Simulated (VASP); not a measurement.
Write the native input for VASP 6.6.1 that does the following.

| Property | Result |
| --- | --- |
| Task | single point |
| Functional | HSE06 |
| Potentials or basis | VASP PAW PBE potentials, release 64 (K_sv, Cl) |
| Cutoff | 520 eV |
| k mesh | 6 × 6 × 6 |
| Occupations | gaussian, width 0.01 eV |
| Spin | no spin polarisation |
| Dipole correction | no |
| Grid for exact exchange (PRECFOCK) | Normal |
| Further INCAR settings | ALGO = Normal; EDIFF = 1e-07; NBANDS = 15 |
| Share of exact exchange | 0.25 |
| Screening parameter | 0.2079 1/Å |

The system is KCl.

```xyz
2
Lattice="0.0000 3.1448 3.1448 3.3250 0.0000 3.1448 3.3250 3.1448 0.0000" Properties=species:S:1:pos:R:3 pbc="T T T"
K     0.0000    0.0000    0.0000
Cl    3.3250    3.1448    3.1448
```

This cell differs from its parent crystal: uniaxial x strain +5.7%.

One way to write it, as run:

POSCAR

```
KCl
1.0
    0.0000000000      3.1448471320      3.1448471320
    3.3250468726      0.0000000000      3.1448471320
    3.3250468726      3.1448471320      0.0000000000
K Cl
1 1
Direct
    0.0000000000      0.0000000000      0.0000000000
    0.5000000000      0.5000000000      0.5000000000
```

INCAR.step1

```
SYSTEM = KCl
ALGO = Normal
EDIFF = 1E-5
ENCUT = 520
GGA = PE
ISIF = 2
ISMEAR = 0
KPAR = 4
LASPH = .True.
LCHARG = .False.
LREAL = .False.
LWAVE = .True.
NBANDS = 15
NELM = 80
PREC = Accurate
SIGMA = 0.01
```

INCAR.step2

```
SYSTEM = KCl
ALGO = Normal
EDIFF = 1E-7
ENCUT = 520
GGA = PE
HFSCREEN = 0.2079
ISIF = 2
ISMEAR = 0
ISTART = 1
KPAR = 4
LASPH = .True.
LCHARG = .False.
LHFCALC = .True.
LREAL = .False.
LWAVE = .False.
NBANDS = 15
NELM = 80
PREC = Accurate
PRECFOCK = Normal
SIGMA = 0.01
```

KPOINTS

```
k-points
0
Gamma
  6 6 6
  0 0 0
```

Potentials or basis: VASP PAW PBE potentials, release 64 (K_sv, Cl).

The run is started by

```sh
$ cat potpaw_PBE.64/K_sv/POTCAR potpaw_PBE.64/Cl/POTCAR > POTCAR
$ cp INCAR.step1 INCAR
$ mpirun -np 4 vasp_std > vasp.out
$ cp INCAR.step2 INCAR
$ mpirun -np 4 vasp_std > vasp.out
```

It gave:

```
Pressure               : -0.3 GPa
Band gap on the k mesh : 6.29 eV
```

Caveat: the cell differs from its parent crystal (uniaxial x strain +5.7%); the PAW data sets were made with another functional, which shifts forces and pressure a little.

Wall time 24 min on 4 MPI ranks on Intel(R) Xeon(R) Platinum 8259CL CPU @ 2.50GHz (Skylake/Cascade Lake), with other jobs on the host, peak memory 0.34 GiB a rank.
